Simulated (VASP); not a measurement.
## N: single point with r2SCAN

N:

```xyz
4
Lattice="5.5034 0.0000 0.0000 0.0000 5.5034 0.0000 0.0000 0.0000 5.5034" Properties=species:S:1:pos:R:3 pbc="T T T"
N     0.0020    0.0020    0.0020
N     2.7497    5.5014    2.7537
N     2.7537    2.7497    5.5014
N     5.5014    2.7537    2.7497
```

This cell differs from its parent crystal: volume scaled by 0.97, then relaxed in part.

```yaml
Program: VASP 6.6.1
Task: single point
Functional: r2SCAN
Potentials_or_basis: VASP PAW PBE potentials, release 64 (N)
Cutoff: 520 eV
k_mesh: 4 × 4 × 4
Occupations: gaussian, width 0.02 eV
Spin: collinear spin, ferromagnetic start
Starting_moments: "[3.23, 3.23, 3.23, 3.23] μB"
Dipole_correction: no
Further_INCAR_settings: ALGO = Normal; EDIFF = 1e-06; NBANDS = 22
```

```json
{"Pressure": "-0.1 GPa", "Band gap on the k mesh": "4.48 eV", "Net moment": "12.00 μB per cell", "Site moments": "N +1.99 μB", "Valence electrons inside the program's atomic spheres": "N 3.30"}
```

Levels at points of the mesh, in eV from the valence-band top:
Spin up:
```
           k point  band 14  band 15  band 16  band 17  band 18  band 19
(0.00, 0.00, 0.00)     0.00     0.00     0.00     8.08    11.88    11.88
(0.50, 0.00, 0.00)    -0.12    -0.12    -0.12     9.54     9.54    12.51
(0.50, 0.50, 0.00)    -0.08    -0.08    -0.08    10.76    10.76    10.76
(0.50, 0.50, 0.50)    -0.08    -0.08    -0.08    11.74    11.74    11.74
```
Spin down:
| k point | band 2 | band 3 | band 4 | band 5 | band 6 | band 7 |
| --- | --- | --- | --- | --- | --- | --- |
| (0.00, 0.00, 0.00) | -6.53 | -6.53 | -6.53 | 4.68 | 4.68 | 4.68 |
| (0.50, 0.00, 0.00) | -6.71 | -6.53 | -6.53 | 5.10 | 5.10 | 5.10 |
| (0.50, 0.50, 0.00) | -6.62 | -6.62 | -6.62 | 4.88 | 4.88 | 4.89 |
| (0.50, 0.50, 0.50) | -6.62 | -6.62 | -6.62 | 4.48 | 4.48 | 4.48 |

It took 6.5 min on 1 thread of Oxide Virtual Turin-like Processor, with other jobs on the host, peak memory 0.33 GiB.

Caveat: the PAW data sets were made with another functional, which shifts forces and pressure a little. A k mesh can miss the band edges.
